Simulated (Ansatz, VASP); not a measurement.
**Se: VASP beside Ansatz**

The input INCAR:

```
PREC = Accurate
ENCUT = 520
EDIFF = 1E-8
ISMEAR = -1
SIGMA = 0.01
LREAL = False
LASPH = True
NELM = 100
ALGO = Normal
ISIF = 2
LWAVE = False
LCHARG = False
GGA = PE
LEFG = True
NBANDS = 27
```

The input KPOINTS:

```
regular mesh
0
Gamma
  6 6 6
```

File POSCAR:

```
Se
1.0
    5.7946198591      3.3455253355      1.4763300000
   -5.7946198591      3.3455253355      1.4763300000
    0.0000000000     -6.6910506711      1.4763300000
Se
6
Direct
    0.2806600000      0.1625100000      0.9181800000
    0.9181800000      0.2806600000      0.1625100000
    0.1625100000      0.9181800000      0.2806600000
    0.7193400000      0.8374900000      0.0818200000
    0.0818200000      0.7193400000      0.8374900000
    0.8374900000      0.0818200000      0.7193400000
```

Input for Ansatz:

```yaml
crystal:
  lattice:
    - [5.7946198591, 3.3455253355, 1.47633]
    - [-5.7946198591, 3.3455253355, 1.47633]
    - [0.0, -6.6910506711, 1.47633]
  atoms:
    - { symbol: Se, position: [0.28066, 0.16251, 0.91818] }
    - { symbol: Se, position: [0.91818, 0.28066, 0.16251] }
    - { symbol: Se, position: [0.16251, 0.91818, 0.28066] }
    - { symbol: Se, position: [0.71934, 0.83749, 0.08182] }
    - { symbol: Se, position: [0.08182, 0.71934, 0.83749] }
    - { symbol: Se, position: [0.83749, 0.08182, 0.71934] }
kpoints:
  mp_grid: { grid: [6, 6, 6] }
scf:
  occupations: { method: fermi_dirac, width: 0.01 }
hamiltonian:
  xc: pbe
  pseudopotentials: { kind: paw }
output:
  forces: true
  stress: true
  eigenvalues: true
  efg: { contact_densities: true }
```

Change from the starting cell: equal xx and yy strain of +2 %, PAW files.

Alike in both runs: task electric field gradients; functional PBE; k mesh 6 × 6 × 6; occupations fermi-dirac, width 0.01 eV; no spin polarisation.

|  | VASP | Ansatz |
| --- | --- | --- |
| version | VASP 6.6.1 | Ansatz 0.2.0 |
| potentials or method | VASP PAW PBE potentials, release 64 (Se) | PAW with Ansatz's default frozen-core files, scalar-relativistic |
| plane-wave cutoff (eV) | 520 | 420 |
| valence electrons in the cell | 36 | 96 |

|  | VASP | Ansatz | Ansatz less VASP |
| --- | --- | --- | --- |
| gap on the k mesh at the Fermi level (eV) | 1.01 | 1.01 | +0.003 |
| pressure (GPa) | 0.3 | 0.2 | -0.10 |
| traceless stress, the component that is largest in VASP (GPa) | 0.88 | 0.92 | +0.038 |
| rms of the force components (eV/Å) | 0.043 | 0.050 | +0.0072 |
| size of Vzz on the site where it differs most (V/Å²) | 568.4 | 587.2 | +18.74 |

Atom by atom the forces differ by 0.016 eV/Å (rms over components). VASP's potentials hold 36 valence electrons a cell and Ansatz's 96, so a difference there can come from the potentials and not from the codes.
